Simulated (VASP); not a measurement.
Here is a VASP 6.6.1 calculation.

INCAR

```
SYSTEM = Mo3Pt
  PREC = Accurate
  ENCUT = 500
  EDIFF = 1E-6
  ISMEAR = 1
  SIGMA = 0.1
  LREAL = .FALSE.
  LASPH = .TRUE.
  NELM = 120
  ALGO = Normal
  ISIF = 2
  LWAVE = .FALSE.
  LCHARG = .FALSE.
  GGA = CA
  NBANDS = 38
  GGA_COMPAT = .FALSE.
```

File KPOINTS:

```
Automatic mesh
0
G
  4 4 4
  0 0 0
```

The input POSCAR:

```
Mo3Pt
1.0
    3.9739840000      0.0000000000      0.0000000000
    0.0000000000      3.9739840000      0.0000000000
    0.0000000000      0.0000000000      3.9739840000
Mo Pt
3 1
Direct
    0.0000000000      0.5000000000      0.5000000000
    0.5000000000      0.0000000000      0.5000000000
    0.5000000000      0.5000000000      0.0000000000
    0.0000000000      0.0000000000      0.0000000000
```

Potentials or basis: VASP PAW LDA potentials, release 64 (Mo_sv, Pt_sv_GW).

Command:

```bash
$ cat potpaw_LDA.64/Mo_sv/POTCAR potpaw_LDA.64/Pt_sv_GW/POTCAR > POTCAR
$ mpirun -np 1 vasp_std > vasp.out
```

Task: Predict the band gap on the k mesh.

Result: Zero (band 30 reaches 14.28 eV, above the bottom of band 31 at 10.71 eV).

Task: Estimate the pressure.

Result: -14.4 GPa.

Caveat: the k points lie up to 0.40 Å⁻¹ apart; spin-orbit coupling is left out, which moves the levels of the heavy elements.
